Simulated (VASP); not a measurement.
# Cr (P1) in VASP: single point with PBEsol

Aim: the single point of Cr with PBEsol.

All numbers are computed with VASP 6.6.1; they aren't measurements. Logs are shortened: lines on timing, memory, paths and dates and some standing lists are left out, and cuts for length are marked.

## (1) The cell of the first run

The typed cell holds 16 atoms: a = 5.854 Å, b = 5.854 Å, c = 5.854 Å, α = 90.00°, β = 90.00°, γ = 90.00°.

## (2) Single point, PBEsol

INCAR

```
PREC = Accurate
ENCUT = 520
EDIFF = 1E-6
ISMEAR = -1
SIGMA = 0.24
LREAL = Auto
LASPH = T
NELM = 60
ALGO = Normal
ISIF = 2
LWAVE = F
LCHARG = F
GGA = PS
NBANDS = 110
```

KPOINTS

```
Automatic mesh
0
Gamma
  2 2 2
```

POSCAR

```
Cr
1.0
    5.8544430000      0.0000000000      0.0000000000
    0.0000000000      5.8544430000      0.0000000000
    0.0000000000      0.0000000000      5.8544430000
Cr
16
Direct
   -0.0180888259     -0.0201727133      0.0009565385
    0.4768685936     -0.0009223764     -0.0174739083
   -0.0469899528      0.4963068220     -0.0157658039
   -0.0923230442      0.0090871155      0.4865535457
    0.1642854837      0.2477093039      0.1986867068
    0.4048719921      0.5318012320     -0.0170639632
    0.4126951104      0.0216246020      0.4476429269
    0.7382768950      0.2080129570      0.2204650383
   -0.0711767114      0.5594725237      0.4987323303
    0.1811786365      0.7606189009      0.1909831559
    0.1369558129      0.2136497016      0.6629494898
    0.4523231330      0.4704632021      0.4548340466
    0.6978802253      0.7906473767      0.2248207045
    0.6846082539      0.2820763649      0.7060620455
    0.2296204780      0.8090265803      0.7420518058
    0.6746158430      0.7828584205      0.7181212628
```

Potentials or basis: VASP PAW PBE potentials, release 64 (Cr_pv).

Launch:

```
$ cat potpaw_PBE.64/Cr_pv/POTCAR > POTCAR
$ mpirun -np 1 vasp_std > vasp.out
```

OUTCAR:

```text
PREC = Accurate
   ENCUT = 520
   EDIFF = 1E-6
   ISMEAR = -1
   LREAL = Auto
   LASPH = T
   NELM = 60
   ISIF = 2
   GGA = PS

 ion  position               nearest neighbor table
   1  0.982  0.980  0.001-  10 2.06   5 2.22  15 2.32   8 2.34  13 2.39  11 2.57  16 2.70   3 2.84
                             4 2.88   2 2.90   2 2.96  14 3.02   3 3.03   4 3.05
   2  0.477  0.999  0.983-  13 2.27  15 2.31  16 2.31   8 2.40  10 2.54  14 2.62   5 2.66   7 2.75
                             6 2.77   1 2.90   1 2.96  11 3.01   6 3.15   7 3.16
   3  0.953  0.496  0.984-   5 2.29  10 2.38   8 2.52  14 2.59   6 2.65  13 2.68  11 2.73  16 2.81
                            15 2.83   1 2.84   9 2.87   1 3.03   9 3.04
   4  0.908  0.009  0.487-  11 2.07   8 2.18  16 2.34  13 2.34  14 2.43   9 2.64   5 2.65  15 2.68
                            10 2.77   1 2.88   7 2.91   7 2.97   1 3.05
   5  0.164  0.248  0.199-   1 2.22   3 2.29   7 2.45   8 2.51   6 2.52  12 2.61   4 2.65   2 2.66
                            11 2.73  10 2.85   9 2.88  10 3.00  11 3.15
   6  0.405  0.532  0.983-  10 2.23  15 2.38   5 2.52   3 2.65  16 2.66  13 2.69  14 2.73   2 2.77
                            12 2.80   8 3.06  11 3.07  12 3.12   2 3.15
   7  0.413  0.022  0.448-  11 2.34  15 2.38   5 2.45  13 2.51  10 2.54   8 2.57  16 2.61  12 2.64
                            14 2.67   2 2.75   4 2.91   4 2.97   2 3.16
   8  0.738  0.208  0.220-   4 2.18   1 2.34   2 2.40  13 2.45   5 2.51   3 2.52   7 2.57  12 2.65
                             9 2.85  14 2.89   6 3.06  14 3.06
   9  0.929  0.559  0.499-  16 2.36  14 2.48  13 2.50  11 2.55  10 2.61   4 2.64  15 2.70  12 2.85
                             8 2.85   3 2.87   5 2.88   3 3.04  12 3.12
  10  0.181  0.761  0.191-   1 2.06   6 2.23   3 2.38   7 2.54   2 2.54   9 2.61  15 2.66   4 2.77
                            12 2.79  13 2.84   5 2.85   5 3.00  13 3.04
  11  0.137  0.214  0.663-   4 2.07   7 2.34  15 2.47   9 2.55   1 2.57  12 2.67  14 2.69   3 2.73
                             5 2.73   2 3.01   6 3.07   5 3.15
  12  0.452  0.470  0.455-  14 2.29   5 2.61   7 2.64   8 2.65  11 2.67  13 2.72  16 2.72  10 2.79
                             6 2.80   9 2.85  15 2.91   9 3.12   6 3.12
  13  0.698  0.791  0.225-   2 2.27   4 2.34   1 2.39   8 2.45   9 2.50   7 2.51   3 2.68   6 2.69
                            12 2.72  10 2.84  16 2.89  16 2.97  10 3.04
  14  0.685  0.282  0.706-  12 2.29   4 2.43   9 2.48   3 2.59   2 2.62   7 2.67  11 2.69   6 2.73
                             8 2.89  16 2.92  16 2.93   1 3.02   8 3.06
  15  0.230  0.809  0.742-   2 2.31   1 2.32   7 2.38   6 2.38  11 2.47  16 2.61  10 2.66   4 2.68
                             9 2.70   3 2.83  12 2.91
  16  0.675  0.783  0.718-   2 2.31   4 2.34   9 2.36   7 2.61  15 2.61   6 2.66   1 2.70  12 2.72
                             3 2.81  13 2.89  14 2.92  14 2.93  13 2.97

  LATTYP: Found a simple cubic cell.
 ALAT       =     5.8544430000

  Lattice vectors:

 A1 = (   5.8544430000,   0.0000000000,   0.0000000000)
 A2 = (   0.0000000000,   5.8544430000,   0.0000000000)
 A3 = (   0.0000000000,   0.0000000000,   5.8544430000)

Analysis of symmetry for initial positions (statically):
=====================================================================
 Subroutine PRICEL returns:
 Original cell was already a primitive cell.

 Routine SETGRP: Setting up the symmetry group for a
 simple cubic supercell.

 Subroutine GETGRP returns: Found  1 space group operations
 (whereof  1 operations were pure point group operations)
 out of a pool of 48 trial point group operations.

The static configuration has the point symmetry C_1 .

Analysis of symmetry for dynamics (positions and initial velocities):
=====================================================================
 Subroutine PRICEL returns:
 Original cell was already a primitive cell.

 Routine SETGRP: Setting up the symmetry group for a
 simple cubic supercell.

 Subroutine GETGRP returns: Found  1 space group operations
 (whereof  1 operations were pure point group operations)
 out of a pool of 48 trial point group operations.

The dynamic configuration has the point symmetry C_1 .

 Subroutine INISYM returns: Found  1 space group operations
 (whereof  1 operations are pure point group operations),
 and found     1 'primitive' translations

----------------------------------------------------------------------------------------

                                     Primitive cell

  volume of cell :     200.6581

  direct lattice vectors                    reciprocal lattice vectors
     5.854443000  0.000000000  0.000000000     0.170810443  0.000000000  0.000000000
     0.000000000  5.854443000  0.000000000     0.000000000  0.170810443  0.000000000
     0.000000000  0.000000000  5.854443000     0.000000000  0.000000000  0.170810443

  length of vectors
     5.854443000  5.854443000  5.854443000     0.170810443  0.170810443  0.170810443

  position of ions in fractional coordinates (direct lattice)
     0.981911174  0.979827287  0.000956538
     0.476868594  0.999077624  0.982526092
     0.953010047  0.496306822  0.984234196
     0.907676956  0.009087116  0.486553546
     0.164285484  0.247709304  0.198686707
     0.404871992  0.531801232  0.982936037
[... 8 lines left out ...]
     0.229620478  0.809026580  0.742051806
     0.674615843  0.782858420  0.718121263

  ion indices of the primitive-cell ions
   primitive index   ion index
                 1           1
                 2           2
                 3           3
                 4           4
                 5           5
                 6           6
[... 8 lines left out ...]
                15          15
                16          16

----------------------------------------------------------------------------------------

 KPOINTS: Automatic mesh

Automatic generation of k-mesh.
 Grid dimensions read from file:
 generate k-points for:    2    2    2

 Generating k-lattice:

  Cartesian coordinates                     Fractional coordinates (reciprocal lattice)
     0.085405221  0.000000000  0.000000000     0.500000000  0.000000000  0.000000000
     0.000000000  0.085405221  0.000000000     0.000000000  0.500000000  0.000000000
     0.000000000  0.000000000  0.085405221     0.000000000  0.000000000  0.500000000

  Length of vectors
     0.085405221  0.085405221  0.085405221

  Shift w.r.t. Gamma in fractional coordinates (k-lattice)
     0.000000000  0.000000000  0.000000000

 Subroutine IBZKPT returns following result:
 ===========================================

 Found      8 irreducible k-points:

 Following reciprocal coordinates:
            Coordinates               Weight
  0.000000  0.000000  0.000000      1.000000
  0.500000  0.000000  0.000000      1.000000
  0.000000  0.500000  0.000000      1.000000
  0.000000  0.000000  0.500000      1.000000
  0.500000  0.500000  0.000000      1.000000
  0.000000  0.500000  0.500000      1.000000
  0.500000  0.000000  0.500000      1.000000
  0.500000  0.500000  0.500000      1.000000
   k-points           NKPTS =      8   k-points in BZ     NKDIM =      8   number of bands    NBANDS=    110
   number of dos      NEDOS =    301   number of ions     NIONS =     16
   total plane-waves  NPLWV = 110592
   dimension x,y,z NGX =    48 NGY =   48 NGZ =   48
   dimension x,y,z NGXF=    96 NGYF=   96 NGZF=   96
   ions per type =              16
   NGX,Y,Z   is equivalent  to a cutoff of  13.63, 13.63, 13.63 a.u.
   NGXF,Y,Z  is equivalent  to a cutoff of  27.26, 27.26, 27.26 a.u.
 SYSTEM =  unknown system
   PREC   = accura    normal or accurate (medium, high low for compatibility)
   ISTART =      0    job   : 0-new  1-cont  2-samecut
   ICHARG =      2    charge: 1-file 2-atom 10-const
   ISPIN  =      1    spin polarized calculation?
   LNONCOLLINEAR =      F non collinear calculations
   LSORBIT =      F    spin-orbit coupling
   LASPH  =      T    aspherical Exc in radial PAW
   ENCUT  =  520.0 eV  38.22 Ry    6.18 a.u.  10.89 10.89 10.89*2*pi/ulx,y,z
   NELM   =     60;   NELMIN=  2; NELMDL= -5     # of ELM steps
   EDIFF  = 0.1E-05   stopping-criterion for ELM
   LREAL  =      T    real-space projection
   EDIFFG = 0.1E-04   stopping-criterion for IOM
   NSW    =      0    number of steps for IOM
   IBRION =     -1    ionic relax: 0-MD 1-quasi-New 2-CG
   NFREE  =      0    steps in history (QN), initial steepest desc. (CG)
   ISIF   =      2    stress and relaxation
   ISYM   =      2    0-nonsym 1-usesym 2-fastsym
   POTIM  = 0.5000    time-step for ionic-motion
   TEBEG  =    0.0;   TEEND  =   0.0 temperature during run
   PSTRESS=    0.0 pullay stress
   NELECT =     192.0000    total number of electrons
   NUPDOWN=      -1.0000    fix difference up-down
   EMIN   =  10.00;   EMAX   =-10.00  energy-range for DOS
   EFERMI =   0.00;   METHOD = LEGACY
   ISMEAR =    -1;   SIGMA  =   0.24  broadening in eV -4-tet -1-fermi 0-gaus
   EFERMI_NEDOS =   21; number of points for ismear=-14 and -15
   IALGO  =     38    algorithm
   IMIX   =      4    mixing-type and parameters
     AMIX     =   0.40;   BMIX     =  1.00
     AMIX_MAG =   1.60;   BMIX_MAG =  1.00
  volume/ion in A,a.u.               =      12.54        84.63
  Fermi-wavevector in a.u.,A,eV,Ry     =   1.613205  3.048516 35.408231  2.602432
  Thomas-Fermi vector in A             =   2.708312
   LORBIT       =      0    0 simple, 1 ext, 2 COOP (PROOUT), +10 PAW based schemes
   GGA     = PS    functional components
   LHFCALC =     F    Hartree Fock is set to
   AEXX    =    0.0000 exact exchange contribution
   IVDW    =     0    specifies the selected vdW correction
   LEPSILON=     F    determine dielectric tensor
   LRPA    =     F    only Hartree local field effects (RPA)
 non-spin polarized calculation
  energy-cutoff  :      520.00
  volume of cell :      200.66
 maximum number of plane-waves:      5449
 NGX is ok and might be reduce to    48
   NGX = 21   NGY = 21   NGZ = 21

 number of electron     192.0000020 magnetization

 Free energy of the ion-electron system (eV)
  ---------------------------------------------------
  ext. energy  EPLUGINS =         0.00000000
  ---------------------------------------------------
  free energy    TOTEN  =      -158.25937590 eV

  energy without entropy =     -154.59861292  energy(sigma->0) =     -156.42899441

 E-fermi :   9.6438     XC(G=0): -13.2692

 val. band max:        9.6429449982   @ k =   0.0000   0.0000   0.0000
 cond. band min:       9.6653362408   @ k =   0.5000   0.0000   0.5000
 fundamental gap:      0.0223912426
 Fermi energy:         9.6437972275

 k-point     1 :       0.0000    0.0000    0.0000
  band No.  band energies     occupation
      1     -33.9428      2.00000
      2     -33.8982      2.00000
      3     -33.7218      2.00000
      4     -33.6939      2.00000
      5     -33.6792      2.00000
      6     -33.6415      2.00000
[... 100 lines left out ...]
    107      10.7500      0.01972
    108      10.7824      0.01725

 k-point     2 :       0.5000    0.0000    0.0000
  band No.  band energies     occupation
      1     -33.9218      2.00000
      2     -33.8903      2.00000
      3     -33.6916      2.00000
      4     -33.6463      2.00000
      5     -33.6275      2.00000
      6     -33.5800      2.00000
[... 658 lines left out ...]
 k-point     8 :       0.5000    0.5000    0.5000
  band No.  band energies     occupation
      1     -33.8956      2.00000
      2     -33.8865      2.00000
      3     -33.6520      2.00000
      4     -33.6402      2.00000
      5     -33.5539      2.00000
      6     -33.5463      2.00000
[... 100 lines left out ...]
    107      10.6970      0.02454
    108      10.7326      0.02119
 [bands above 108 left out]

------------------------ aborting loop because EDIFF is reached ----------------------------------------

  FORCE on cell =-STRESS in cart. coord.  units (eV):
  Direction    XX          YY          ZZ          XY          YZ          ZX
  --------------------------------------------------------------------------------------
  -------------------------------------------------------------------------------------
  Total      -13.5109303    -10.6899948    -15.3429575      0.3600794     -0.0565265      0.3004951
  in kB     -107.8795413    -85.3554644   -122.5075676      2.8750946     -0.4513425      2.3993368
  external PRESSURE =    -105.2475244 kB  Pullay stress =       0.0000000 kB

 VOLUME and BASIS-vectors are now :
 -----------------------------------------------------------------------------
  energy-cutoff  :      520.00
  volume of cell :      200.66
      direct lattice vectors                 reciprocal lattice vectors
     5.854443000  0.000000000  0.000000000     0.170810443  0.000000000  0.000000000
     0.000000000  5.854443000  0.000000000     0.000000000  0.170810443  0.000000000
     0.000000000  0.000000000  5.854443000     0.000000000  0.000000000  0.170810443

 POSITION                                       TOTAL-FORCE (eV/Angst)
 -----------------------------------------------------------------------------------
      5.74854      5.73634      0.00560        -2.290557      1.469586     -2.568058
      2.79180      5.84904      5.75214        -0.815961      1.652041     -0.733793
      5.57934      2.90560      5.76214        -1.010204      0.404201     -0.667712
      5.31394      0.05320      2.84850         0.883875     -0.737600     -0.479134
      0.96180      1.45020      1.16320         1.701814      0.963910      0.689985
      2.37030      3.11340      5.75454         1.805140     -1.279408     -0.769691
[... 8 lines left out ...]
      1.34430      4.73640      4.34430        -1.180098     -2.248322     -1.242314
      3.94950      4.58320      4.20420         0.554929     -1.079690      0.407520
 -----------------------------------------------------------------------------------
    total drift:                                0.009499     -0.000011     -0.000315

  FREE ENERGIE OF THE ION-ELECTRON SYSTEM (eV)
  ---------------------------------------------------
  free  energy   TOTEN  =      -158.2593759003 eV

  energy  without entropy=     -154.5986129231  energy(sigma->0) =     -156.42899441
```

Wall time 9.6 min (1 thread of Intel Xeon Platinum 8375C at 2.90GHz (Ice Lake), shared host); peak memory 0.39 GiB.

Results:

- Free energy: -158.2594 eV
- Pressure: -10.5 GPa
- Largest force: 4.074 eV/Å
- Band gap on the k mesh: zero (band 96 reaches 9.89 eV, above the bottom of band 97 at 9.59 eV)

Forces in eV/Å, atoms in the order of the input:
```
Cr  -2.291  1.470 -2.568
Cr  -0.816  1.652 -0.734
Cr  -1.010  0.404 -0.668
Cr   0.884 -0.738 -0.479
Cr   1.702  0.964  0.690
Cr   1.805 -1.279 -0.770
Cr   0.882 -0.694  0.673
Cr  -2.316  3.327 -0.409
Cr   0.188 -1.315 -0.564
Cr   1.108 -1.087  2.839
Cr   2.116  2.637  2.036
Cr  -0.299  1.166  0.342
Cr  -1.052 -3.047 -0.039
Cr  -0.276 -0.131  0.485
Cr  -1.180 -2.248 -1.242
Cr   0.555 -1.080  0.408
```

Levels at points of the mesh, in eV from the Fermi level:
```csv
k point,band 92,band 93,band 94,band 95,band 96,band 97,band 98,band 99,band 100,band 101
"(0.00, 0.00, 0.00)",-0.26,-0.09,0.00,0.15,0.25,0.32,0.39,0.56,0.57,0.71
"(0.50, 0.00, 0.00)",-0.42,-0.34,-0.30,-0.05,-0.03,0.07,0.16,0.22,0.32,0.38
"(0.00, 0.50, 0.00)",-0.50,-0.37,-0.34,-0.23,-0.07,-0.06,0.18,0.25,0.37,0.44
"(0.00, 0.00, 0.50)",-0.48,-0.38,-0.33,-0.08,-0.01,0.05,0.18,0.22,0.40,0.51
"(0.50, 0.50, 0.00)",-0.47,-0.44,-0.33,-0.32,-0.10,-0.02,0.07,0.17,0.22,0.32
"(0.00, 0.50, 0.50)",-0.62,-0.42,-0.39,-0.24,-0.13,0.04,0.15,0.23,0.37,0.43
"(0.50, 0.00, 0.50)",-0.62,-0.60,-0.35,-0.21,-0.13,0.02,0.17,0.28,0.38,0.45
"(0.50, 0.50, 0.50)",-0.90,-0.86,-0.77,-0.66,-0.53,0.27,0.34,0.45,0.54,0.65
```

Caveat: the k points lie up to 0.54 Å⁻¹ apart; the PAW data sets were made with another functional, which shifts forces and pressure a little; the run has no spin polarisation, though such a crystal can be magnetic. Spin polarisation is off, so any magnetic state and its effect on volume and gap are missing.
